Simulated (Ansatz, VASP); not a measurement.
Two plane-wave programs on Ga3Se

INCAR

```
SYSTEM = Ga3Se
ALGO = Normal
EDIFF = 1E-6
ENCUT = 520
GGA = PE
ISIF = 2
ISMEAR = 0
IVDW = 12
LASPH = .TRUE.
LCHARG = .FALSE.
LREAL = .FALSE.
LWAVE = .FALSE.
NBANDS = 30
NELM = 100
PREC = Accurate
SIGMA = 0.15
```

KPOINTS

```
k-points
0
G
  12 12 12
  0 0 0
```

File POSCAR:

```
Ga3Se
1.0
    4.3236103161      0.0000000000      0.0000000000
    0.0000000000      4.1074298003      0.0000000000
    0.0000000000      0.0000000000      4.3236103161
Ga Se
3 1
Direct
    0.0000000000      0.5000000000      0.5000000000
    0.5000000000      0.0000000000      0.5000000000
    0.5000000000      0.5000000000      0.0000000000
    0.0000000000      0.0000000000      0.0000000000
```

Input for Ansatz:

```yaml
crystal:
  lattice:
    - [4.3236103161, 0.0, 0.0]
    - [0.0, 4.1074298003, 0.0]
    - [0.0, 0.0, 4.3236103161]
  atoms:
    - { symbol: Ga, position: [0.0, 0.5, 0.5] }
    - { symbol: Ga, position: [0.5, 0.0, 0.5] }
    - { symbol: Ga, position: [0.5, 0.5, 0.0] }
    - { symbol: Se, position: [0.0, 0.0, 0.0] }
basis:
  ecutwfc: 420
kpoints:
  mp_grid: { grid: [12, 12, 12] }
hamiltonian:
  xc: pbe
  dispersion: d3bj
scf:
  occupations: { method: gaussian, width: 0.15 }
output:
  forces: true
  stress: true
  eigenvalues: true
```

Change from the starting cell: strain -0.0500 x Voigt [0, 1, 0, 0, 0, 0], atoms carried along.

Alike in both runs: task single point; functional PBE; dispersion D3(BJ); k mesh 12 × 12 × 12; occupations gaussian, width 0.15 eV; no spin polarisation.

|  | VASP | Ansatz |
| --- | --- | --- |
| version | VASP 6.6.1 | Ansatz 0.2.0 |
| potentials or method | VASP PAW PBE potentials, release 64 (Ga_d, Se), cutoff 520 eV | scalar-relativistic, plane waves, PAW |
| valence electrons in the cell | 45 | 55 |

|  | VASP | Ansatz | Ansatz less VASP |
| --- | --- | --- | --- |
| gap on the k mesh at the Fermi level (eV) | none | none | - |
| pressure (GPa) | 2.8 | 2.7 | -0.09 |
| traceless stress, the component that is largest in VASP (GPa) | 0.09 | 0.09 | 0.000 |

A gap of «none» marks a metal or a gap that the smearing closes. VASP's potentials hold 45 valence electrons a cell and Ansatz's 55, so a difference there can come from the potentials and not from the codes.
